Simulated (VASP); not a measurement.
Crystal: NaCl.

```
CELL_PARAMETERS angstrom
0.00000 2.84886 2.84886
2.84886 0.00000 2.84886
2.84886 2.84886 0.00000
ATOMIC_POSITIONS crystal
Cl 0.50000 0.50000 0.50000
Na 0.00000 0.00000 0.00000
```

Base run:

* Program: VASP 6.6.1
* Functional: PBEsol
* Potentials or basis: VASP PAW PBE potentials, release 64 (Cl, Na_pv)
* Cutoff: 520 eV
* k mesh: 8 × 8 × 8
* Occupations: fermi-dirac, width 0.05 eV
* Spin: no spin polarisation

Its results: band gap on the k mesh 4.82 eV, direct; pressure -1.2 GPa.

Q: The run is repeated on the same cell with these changes: functional from PBEsol to PBE. What comes out?

A: Band gap on the k mesh 4.99 eV, direct; pressure 0.0 GPa.

PBE binds less tightly than PBEsol, so the same cell stands under more pressure.

Caveats: the PAW data sets were made with another functional, which shifts forces and pressure a little (some runs).

A k mesh can miss the band edges.
